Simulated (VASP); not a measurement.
MgO, 2 atoms in the cell. Symmetry: Fm-3m, No. 225, cubic system. Conventional cell: a = 4.214 Å, b = 4.214 Å, c = 4.214 Å, α = 90.00°, β = 90.00°, γ = 90.00°. Within 2.8 Å of Mg (site symmetry m-3m) lie 6 O at 2.11 Å. Within 2.8 Å of O (site symmetry m-3m) lie 6 Mg at 2.11 Å. 

- Program: VASP 6.6.1
- Task: relaxation of cell and atoms
- Functional: PBEsol
- Potentials or basis: VASP PAW PBE potentials, release 64 (Mg, O)
- Cutoff: 600 eV
- k mesh: 10 × 10 × 10
- Occupations: gaussian, width 0.01 eV
- Spin: no spin polarisation
- Target pressure: 20 GPa
- Dipole correction: no
- Further INCAR settings: ALGO = Normal; EDIFF = 1e-07; IBRION = 2; EDIFFG = -0.001; NSW = 80; ISIF = 3

Potentials or basis: VASP PAW PBE potentials, release 64 (Mg, O).

The run is started by

```bash
$ cat potpaw_PBE.64/Mg/POTCAR potpaw_PBE.64/O/POTCAR > POTCAR
$ mpirun -np 1 vasp_std > vasp.out
```

Hardware: 1 thread of Intel(R) Xeon(R) 6975P-C (Granite Rapids), with other jobs on the host.

**Question.** How long does it take, and how much memory?

**Answer.** Run time: 12 s on 1 thread of Intel(R) Xeon(R) 6975P-C (Granite Rapids), with other jobs on the host, peak memory 0.15 GiB. Counts: scf iterations 44, k points 47, ion steps 6.
